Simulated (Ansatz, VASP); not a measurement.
# C: VASP beside Ansatz

```
C
1.0
     2.16904   -1.25237    0.00000
     2.16904    1.25237    0.00000
    -1.40612    0.00000    3.57153
C
2
Direct
  0.16664 0.16664 0.99991
  0.83336 0.83336 0.00009
```

Change from the starting cell: volume scaled by 1.06.

Alike in both runs: task single point; functional LDA; k mesh 13 × 13 × 8; occupations fermi-dirac, width 0.05 eV; no spin polarisation.

|  | VASP | Ansatz |
| --- | --- | --- |
| version | VASP 6.6.1 | Ansatz 0.2.0 |
| potentials or method | VASP PAW LDA potentials, release 64 (C), cutoff 520 eV | all-electron LAPW, scalar-relativistic |

```tsv
	VASP	Ansatz	Ansatz less VASP
gap on the k mesh at the Fermi level (eV)	0.88	0.88	+0.001
least direct gap on the mesh (eV)	0.89	0.89	+0.001
pressure (GPa)	-17.3	-17.9	-0.66
traceless stress, the component that is largest in VASP (GPa)	16.10	16.87	+0.770
```

LDA's correlation is that of Perdew and Zunger in VASP and of Perdew and Wang (1992) in Ansatz. Ansatz ran all-electron here, and VASP with PAW potentials.
